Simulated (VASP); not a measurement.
GaAs, 20 atoms in the cell. The cell holds a slab with vacuum, 20 atoms: a = 4.001 Å, b = 9.800 Å, c = 25.395 Å, α = 90.00°, β = 90.00°, γ = 90.00°. 

- Program: VASP 6.6.1
- Task: single point
- Functional: PBEsol
- Potentials or basis: VASP PAW PBE potentials, release 64 (Ga_d, As)
- Cutoff: 520 eV
- k mesh: 9 × 4 × 1
- Occupations: gaussian, width 0.05 eV
- Spin: no spin polarisation
- Dipole correction: yes
- Further INCAR settings: LREAL = Auto; ALGO = Fast; EDIFF = 1e-07; NBANDS = 106

Potentials or basis: VASP PAW PBE potentials, release 64 (Ga_d, As).

Command:

```sh
$ cat potpaw_PBE.64/Ga_d/POTCAR potpaw_PBE.64/As/POTCAR > POTCAR
$ mpirun -np 1 vasp_std > vasp.out
```

Hardware: 1 thread of Oxide Virtual Turin-like Processor (shared host).

How long does it take, and how much memory?

It took 95 min on 1 thread of Oxide Virtual Turin-like Processor, with other jobs on the host, peak memory 1.5 GiB. Counts: scf iterations 29, k points 15.
